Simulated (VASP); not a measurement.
# Cu16N in VASP: single point with PBE

Aim: the single point of Cu16N with PBE.

All numbers are computed with VASP 6.6.1; they aren't measurements. Logs are shortened: lines on timing, memory, paths and dates and some standing lists are left out, and cuts for length are marked.

### Step 1. The cell of the first run

The cell holds a slab with vacuum, 17 atoms: a = 5.105 Å, b = 5.105 Å, c = 18.253 Å, α = 90.00°, β = 90.00°, γ = 60.00°.

### Step 2. Single point, PBE

INCAR

```
ALGO     = Normal         # electronic algorithm
EDIFF    = 1E-7           # SCF threshold, eV
ENCUT    = 520            # plane-wave cutoff, eV
GGA      = PE             # functional
ISIF     = 2              # what is computed and relaxed
ISMEAR   = -1             # smearing method
LASPH    = T              # aspherical terms in the spheres
LCHARG   = F              # write CHGCAR
LREAL    = Auto         
LWAVE    = F              # write WAVECAR
NBANDS   = 104            # bands
NELM     = 80             # most SCF steps
PREC     = Accurate       # precision mode
SIGMA    = 0.1            # smearing width, eV
```

KPOINTS

```
k-points
0
Gamma
  3 3 1
```

POSCAR

```
Cu16N
1.0
    5.1053110000      0.0000000000      0.0000000000
    2.5526550000      4.4213290000      0.0000000000
    0.0000000000      0.0000000000     18.2527030000
Cu N
16 1
Direct
    0.0000000000      0.0000000000      0.0547864000
    0.5000000000      0.0000000000      0.0547864000
    0.0000000000      0.5000000000      0.0547864000
    0.5000000000      0.5000000000      0.0547864000
    0.1659632141      0.1682250272      0.1692416572
    0.6657951537      0.1682304876      0.1692413381
    0.1657976983      0.6684072754      0.1688375310
    0.6666740561      0.6666449371      0.1694080565
   -0.1679640706      0.3359486426      0.2813507867
    0.3306544727      0.3387220928      0.2826904085
   -0.1658069663      0.8350148720      0.2829594886
    0.3308059981      0.8350209370      0.2829605079
    0.0018703162     -0.0036789522      0.4005921977
    0.4971202139      0.0058636023      0.3960990688
    0.0036741490      0.5135026536      0.4001565289
    0.4830243613      0.5136239699      0.4001465642
    0.8283452188      0.3434586617      0.4545770569
```

Potentials or basis: VASP PAW PBE potentials, release 64 (Cu, N).

Command:

```
cat potpaw_PBE.64/Cu/POTCAR potpaw_PBE.64/N/POTCAR > POTCAR
mpirun -np 1 vasp_std > vasp.out
```

OUTCAR:

```text
EDIFF = 1E-7
   ENCUT = 520
   GGA = PE
   ISIF = 2
   ISMEAR = -1
   LASPH = T
   LREAL = Auto
   NELM = 80
   PREC = Accurate

 ion  position               nearest neighbor table
   1  0.000  0.000  0.055-   7 2.55   3 2.55   3 2.55   2 2.55   2 2.55   4 2.55   4 2.55   5 2.56
                             6 2.56
   2  0.500  0.000  0.055-   4 2.55   4 2.55   1 2.55   1 2.55   3 2.55   3 2.55   6 2.56   5 2.56
                             8 2.56
   3  0.000  0.500  0.055-   1 2.55   1 2.55   4 2.55   4 2.55   2 2.55   2 2.55   5 2.55   7 2.55
                             8 2.56
   4  0.500  0.500  0.055-   2 2.55   2 2.55   3 2.55   3 2.55   1 2.55   1 2.55   6 2.55   7 2.55
                             8 2.56
   5  0.166  0.168  0.169-   9 2.52  12 2.55  10 2.55   8 2.55   6 2.55   7 2.55   3 2.55   7 2.55
                             6 2.55   2 2.56   8 2.56   1 2.56
   6  0.666  0.168  0.169-   9 2.52  11 2.55  10 2.55   8 2.55   5 2.55   7 2.55   4 2.55   7 2.55
                             5 2.55   2 2.56   8 2.56   1 2.56
   7  0.166  0.668  0.169-  10 2.54   1 2.55  11 2.55  12 2.55   5 2.55   6 2.55   8 2.55   8 2.55
                             4 2.55   3 2.55   6 2.55   5 2.55
   8  0.667  0.667  0.169-   9 2.51   6 2.55   5 2.55  12 2.55  11 2.55   7 2.55   7 2.55   5 2.56
                             6 2.56   4 2.56   3 2.56   2 2.56
   9  0.832  0.336  0.281-   8 2.51   5 2.52   6 2.52  12 2.55  11 2.55  10 2.55  10 2.55  11 2.55
                            12 2.55  13 2.64  16 2.66  15 2.66
  10  0.331  0.339  0.283-  12 2.53  11 2.53   7 2.54  14 2.54   6 2.55   5 2.55   9 2.55   9 2.55
                            11 2.57  12 2.57  15 2.59  16 2.59
  11  0.834  0.835  0.283-  10 2.53  12 2.54   6 2.55  14 2.55   7 2.55   8 2.55   9 2.55   9 2.55
                            15 2.57  12 2.57  10 2.57  13 2.59
  12  0.331  0.835  0.283-  10 2.53  11 2.54   5 2.55  14 2.55   7 2.55   8 2.55   9 2.55   9 2.55
                            16 2.57  11 2.57  10 2.57  13 2.59
  13  0.002  0.996  0.401-  17 1.82  15 2.46  16 2.46  14 2.55  14 2.55  12 2.59  11 2.59   9 2.64
                            16 2.64  15 2.65
  14  0.497  0.006  0.396-  10 2.54  11 2.55  12 2.55  16 2.55  15 2.55  13 2.55  13 2.55  15 2.56
                            16 2.56
  15  0.004  0.514  0.400-  17 1.82  16 2.45  13 2.46  14 2.55  14 2.56  11 2.57  10 2.59  13 2.65
                            16 2.66   9 2.66
  16  0.483  0.514  0.400-  17 1.82  15 2.45  13 2.46  14 2.55  14 2.56  12 2.57  10 2.59  13 2.64
                            15 2.66   9 2.66
  17  0.828  0.343  0.455-  16 1.82  15 1.82  13 1.82

  LATTYP: Found a hexagonal cell.
 ALAT       =     5.1053107325
 C/A-ratio  =     3.5752384050

  Lattice vectors:

 A1 = (  -2.5526550000,  -4.4213290000,   0.0000000000)
 A2 = (   5.1053110000,   0.0000000000,   0.0000000000)
 A3 = (   0.0000000000,   0.0000000000,  18.2527030000)

Analysis of symmetry for initial positions (statically):
=====================================================================
 Subroutine PRICEL returns:
 Original cell was already a primitive cell.

 Routine SETGRP: Setting up the symmetry group for a
 hexagonal supercell.

 Subroutine GETGRP returns: Found  1 space group operations
 (whereof  1 operations were pure point group operations)
 out of a pool of 24 trial point group operations.

The static configuration has the point symmetry C_1 .

Analysis of symmetry for dynamics (positions and initial velocities):
=====================================================================
 Subroutine PRICEL returns:
 Original cell was already a primitive cell.

 Routine SETGRP: Setting up the symmetry group for a
 hexagonal supercell.

 Subroutine GETGRP returns: Found  1 space group operations
 (whereof  1 operations were pure point group operations)
 out of a pool of 24 trial point group operations.

The dynamic configuration has the point symmetry C_1 .

 Subroutine INISYM returns: Found  1 space group operations
 (whereof  1 operations are pure point group operations),
 and found     1 'primitive' translations

----------------------------------------------------------------------------------------

                                     Primitive cell

  volume of cell :     412.0048

  direct lattice vectors                    reciprocal lattice vectors
     5.105311000  0.000000000  0.000000000     0.195874453 -0.113088147  0.000000000
     2.552655000  4.421329000  0.000000000     0.000000000  0.226176337  0.000000000
     0.000000000  0.000000000 18.252703000     0.000000000  0.000000000  0.054786406

  length of vectors
     5.105311000  5.105310732 18.252703000     0.226176326  0.226176337  0.054786406

[... 44 lines left out ...]
 Grid dimensions read from file:
 generate k-points for:    3    3    1

 Generating k-lattice:

  Cartesian coordinates                     Fractional coordinates (reciprocal lattice)
     0.065291484 -0.037696049  0.000000000     0.333333333  0.000000000  0.000000000
     0.000000000  0.075392112  0.000000000     0.000000000  0.333333333  0.000000000
     0.000000000  0.000000000  0.054786406     0.000000000  0.000000000  1.000000000

  Length of vectors
     0.075392109  0.075392112  0.054786406

  Shift w.r.t. Gamma in fractional coordinates (k-lattice)
     0.000000000  0.000000000  0.000000000

 Subroutine IBZKPT returns following result:
 ===========================================

 Found      5 irreducible k-points:

 Following reciprocal coordinates:
            Coordinates               Weight
  0.000000  0.000000  0.000000      1.000000
  0.333333  0.000000  0.000000      2.000000
  0.333333  0.333333  0.000000      2.000000
  0.000000  0.333333  0.000000      2.000000
 -0.333333  0.333333  0.000000      2.000000
   k-points           NKPTS =      5   k-points in BZ     NKDIM =      5   number of bands    NBANDS=    104
   number of dos      NEDOS =    301   number of ions     NIONS =     17
   total plane-waves  NPLWV = 224000
   dimension x,y,z NGX =    40 NGY =   40 NGZ =  140
   dimension x,y,z NGXF=    80 NGYF=   80 NGZF=  280
   ions per type =              16   1
   NGX,Y,Z   is equivalent  to a cutoff of  13.03, 13.03, 12.75 a.u.
   NGXF,Y,Z  is equivalent  to a cutoff of  26.05, 26.05, 25.50 a.u.
 SYSTEM =  unknown system
   PREC   = accura    normal or accurate (medium, high low for compatibility)
   ISTART =      0    job   : 0-new  1-cont  2-samecut
   ICHARG =      2    charge: 1-file 2-atom 10-const
   ISPIN  =      1    spin polarized calculation?
   LNONCOLLINEAR =      F non collinear calculations
   LSORBIT =      F    spin-orbit coupling
   LASPH  =      T    aspherical Exc in radial PAW
   ENCUT  =  520.0 eV  38.22 Ry    6.18 a.u.   9.49  9.49 33.94*2*pi/ulx,y,z
   NELM   =     80;   NELMIN=  2; NELMDL= -5     # of ELM steps
   EDIFF  = 0.1E-06   stopping-criterion for ELM
   LREAL  =      T    real-space projection
   EDIFFG = 0.1E-05   stopping-criterion for IOM
   NSW    =      0    number of steps for IOM
   IBRION =     -1    ionic relax: 0-MD 1-quasi-New 2-CG
   NFREE  =      0    steps in history (QN), initial steepest desc. (CG)
   ISIF   =      2    stress and relaxation
   ISYM   =      2    0-nonsym 1-usesym 2-fastsym
   POTIM  = 0.5000    time-step for ionic-motion
   TEBEG  =    0.0;   TEEND  =   0.0 temperature during run
   PSTRESS=    0.0 pullay stress
   NELECT =     181.0000    total number of electrons
   NUPDOWN=      -1.0000    fix difference up-down
   EMIN   =  10.00;   EMAX   =-10.00  energy-range for DOS
   EFERMI =   0.00;   METHOD = LEGACY
   ISMEAR =    -1;   SIGMA  =   0.10  broadening in eV -4-tet -1-fermi 0-gaus
   EFERMI_NEDOS =   21; number of points for ismear=-14 and -15
   IALGO  =     38    algorithm
   IMIX   =      4    mixing-type and parameters
     AMIX     =   0.40;   BMIX     =  1.00
     AMIX_MAG =   1.60;   BMIX_MAG =  1.00
  volume/ion in A,a.u.               =      24.24       163.55
  Fermi-wavevector in a.u.,A,eV,Ry     =   1.244515  2.351793 21.072957  1.548819
  Thomas-Fermi vector in A             =   2.378779
   LORBIT       =      0    0 simple, 1 ext, 2 COOP (PROOUT), +10 PAW based schemes
   GGA     = PE    functional components
   LHFCALC =     F    Hartree Fock is set to
   AEXX    =    0.0000 exact exchange contribution
   IVDW    =     0    specifies the selected vdW correction
   LEPSILON=     F    determine dielectric tensor
   LRPA    =     F    only Hartree local field effects (RPA)
 non-spin polarized calculation
  energy-cutoff  :      520.00
  volume of cell :      412.00
 maximum number of plane-waves:     11131
 NGX is ok and might be reduce to    40
   NGX = 19   NGY = 19   NGZ = 67

 number of electron     181.0000007 magnetization

 Free energy of the ion-electron system (eV)
  ---------------------------------------------------
  ext. energy  EPLUGINS =         0.00000000
  ---------------------------------------------------
  free energy    TOTEN  =       -62.52295703 eV

  energy without entropy =      -62.20453693  energy(sigma->0) =      -62.36374698

 E-fermi :   0.9208     XC(G=0):  -6.9546

 val. band max:        0.8694767367   @ k =   0.0000   0.0000   0.0000
 cond. band min:       0.9450435000   @ k =   0.0000   0.0000   0.0000
 fundamental gap:      0.0755667633
 Fermi energy:         0.9207527463

 k-point     1 :       0.0000    0.0000    0.0000
  band No.  band energies     occupation
      1     -13.5453      2.00000
      2      -7.9591      2.00000
      3      -6.5696      2.00000
      4      -4.9423      2.00000
      5      -4.4636      2.00000
      6      -4.4573      2.00000
[... 514 lines left out ...]
    101       5.0744      0.00000
    102       5.1698      0.00000
 [bands above 102 left out]

------------------------ aborting loop because EDIFF is reached ----------------------------------------

  FORCE on cell =-STRESS in cart. coord.  units (eV):
  Direction    XX          YY          ZZ          XY          YZ          ZX
  --------------------------------------------------------------------------------------
  -------------------------------------------------------------------------------------
  Total        2.4375174      2.5173211      0.2595076     -0.0021960     -0.1929076     -0.0012850
  in kB        9.4788596      9.7891947      1.0091565     -0.0085397     -0.7501664     -0.0049970
  external PRESSURE =       6.7590703 kB  Pullay stress =       0.0000000 kB

 VOLUME and BASIS-vectors are now :
 -----------------------------------------------------------------------------
  energy-cutoff  :      520.00
  volume of cell :      412.00
      direct lattice vectors                 reciprocal lattice vectors
     5.105311000  0.000000000  0.000000000     0.195874453 -0.113088147  0.000000000
     2.552655000  4.421329000  0.000000000     0.000000000  0.226176337  0.000000000
     0.000000000  0.000000000 18.252703000     0.000000000  0.000000000  0.054786406

 POSITION                                       TOTAL-FORCE (eV/Angst)
 -----------------------------------------------------------------------------------
      0.00000      0.00000      1.00000        -0.000042     -0.019571     -0.008407
      2.55266      0.00000      1.00000        -0.000002      0.001444     -0.040477
      1.27633      2.21066      1.00000         0.021050      0.017176     -0.009253
      3.82898      2.21066      1.00000        -0.021046      0.017197     -0.009249
      1.27671      0.74378      3.08912        -0.015196     -0.008221      0.005496
      3.82853      0.74380      3.08911         0.015497     -0.008537      0.005535
[... 9 lines left out ...]
      3.77709      2.27090      7.30376        -0.073982      0.040721     -0.024232
      5.10569      1.51854      8.29726         0.000900     -0.015856      0.106693
 -----------------------------------------------------------------------------------
    total drift:                                0.000031      0.000648     -0.005776

  FREE ENERGIE OF THE ION-ELECTRON SYSTEM (eV)
  ---------------------------------------------------
  free  energy   TOTEN  =       -62.5229570319 eV

  energy  without entropy=      -62.2045369271  energy(sigma->0) =      -62.36374698
```

Wall time 28 min (1 thread of Intel Xeon 8259CL, shared host); peak memory 0.57 GiB.

What came out:

```yaml
Free_energy: -62.5230 eV
Largest_force: 0.123 eV/Å
Band_gap_on_the_k_mesh: zero (an odd number of electrons rules out a gap without spin polarisation)
```

Forces in eV/Å, atoms in the order of the input:
```
Cu   0.000 -0.020 -0.008
Cu   0.000  0.001 -0.040
Cu   0.021  0.017 -0.009
Cu  -0.021  0.017 -0.009
Cu  -0.015 -0.008  0.005
Cu   0.015 -0.009  0.006
Cu   0.000  0.007 -0.009
Cu   0.000  0.017 -0.010
Cu   0.000 -0.003  0.040
Cu   0.000 -0.010  0.020
Cu   0.001  0.015  0.005
Cu  -0.001  0.016  0.004
Cu   0.001 -0.118 -0.035
Cu   0.001  0.007 -0.015
Cu   0.071  0.043 -0.024
Cu  -0.074  0.041 -0.024
N    0.001 -0.016  0.107
```

Caveat: the k points lie up to 0.47 Å⁻¹ apart, too coarse for converged energies and pressures of a metal; there is no dipole correction, which matters where the two faces differ.

The gap in the log of VASP goes by the Fermi energy; the results here count the filled bands.